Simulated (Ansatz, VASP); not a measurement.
# AgCl: VASP beside Ansatz

```
CELL_PARAMETERS angstrom
3.30125 0.00000 0.00000
0.00000 3.30125 0.00000
0.00000 0.00000 3.30125
ATOMIC_POSITIONS crystal
Ag 0.00000 0.00000 0.00000
Cl 0.50000 0.50000 0.50000
```

Alike in both runs: task single point; functional PBEsol; k mesh 12 × 12 × 12; occupations gaussian, width 0.05 eV; no spin polarisation.

|  | VASP | Ansatz |
| --- | --- | --- |
| version | VASP 6.6.1 | Ansatz 0.2.0 |
| potentials or method | VASP PAW PBE potentials, release 64 (Ag, Cl), cutoff 520 eV | scalar-relativistic, plane waves, PAW |
| valence electrons in the cell | 18 | 26 |

```tsv
	VASP	Ansatz	Ansatz less VASP
gap on the k mesh at the Fermi level (eV)	0.47	0.47	-0.001
least direct gap on the mesh (eV)	2.40	2.40	-0.002
pressure (GPa)	1.7	1.9	+0.13
```

VASP's potentials were made for PBE, not for PBEsol. VASP's potentials hold 18 valence electrons a cell and Ansatz's 26, so a difference there can come from the potentials and not from the codes.
